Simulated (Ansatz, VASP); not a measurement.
# Two plane-wave programs on Ir

The input INCAR:

```
ALGO     = Fast           # electronic algorithm
EDIFF    = 1E-6           # SCF threshold, eV
ENCUT    = 520            # plane-wave cutoff, eV
GGA      = PS             # functional
ISIF     = 2              # what is computed and relaxed
ISMEAR   = 0              # smearing method
LASPH    = True           # aspherical terms in the spheres
LCHARG   = False          # write CHGCAR
LREAL    = False          # projectors in reciprocal space
LWAVE    = False          # write WAVECAR
NBANDS   = 10             # bands
NELM     = 100            # most SCF steps
PREC     = Accurate       # precision mode
SIGMA    = 0.15           # smearing width, eV
```

The input KPOINTS:

```
k-points
0
Gamma
  22 22 22
```

Contents of POSCAR:

```
Ir
1.0
    0.0000000000      1.9197000000      1.9772910000
    1.9197000000      0.0000000000      1.9772910000
    1.9197000000      1.9197000000      0.0000000000
Ir
1
Direct
    0.0000000000      0.0000000000      0.0000000000
```

Input for Ansatz:

```yaml
crystal:
  lattice:
    - [0.0, 1.9197, 1.977291]
    - [1.9197, 0.0, 1.977291]
    - [1.9197, 1.9197, 0.0]
  atoms:
    - { symbol: Ir, position: [0.0, 0.0, 0.0] }
basis:
  ecutwfc: 420
kpoints:
  mp_grid: { grid: [22, 22, 22] }
hamiltonian:
  xc: pbesol
scf:
  occupations: { method: gaussian, width: 0.15 }
output:
  forces: true
  stress: true
  eigenvalues: true
```

Change from the starting cell: strain +0.0300 x Voigt [0, 0, 1, 0, 0, 0], atoms carried along.

Alike in both runs: task single point; functional PBEsol; k mesh 22 × 22 × 22; occupations gaussian, width 0.15 eV; no spin polarisation.

```csv
,VASP,Ansatz
version,VASP 6.6.1,Ansatz 0.2.0
potentials or method,"VASP PAW PBE potentials, release 64 (Ir), cutoff 520 eV","scalar-relativistic, plane waves, PAW"
valence electrons in the cell,9,17
```

```tsv
	VASP	Ansatz	Ansatz less VASP
gap on the k mesh at the Fermi level (eV)	none	none	-
pressure (GPa)	-12.0	-12.6	-0.63
traceless stress, the component that is largest in VASP (GPa)	-6.87	-6.89	-0.025
```

VASP's potentials were made for PBE, not for PBEsol. A gap of «none» marks a metal or a gap that the smearing closes. VASP's potentials hold 9 valence electrons a cell and Ansatz's 17, so a difference there can come from the potentials and not from the codes.

Spin-orbit coupling is off throughout.
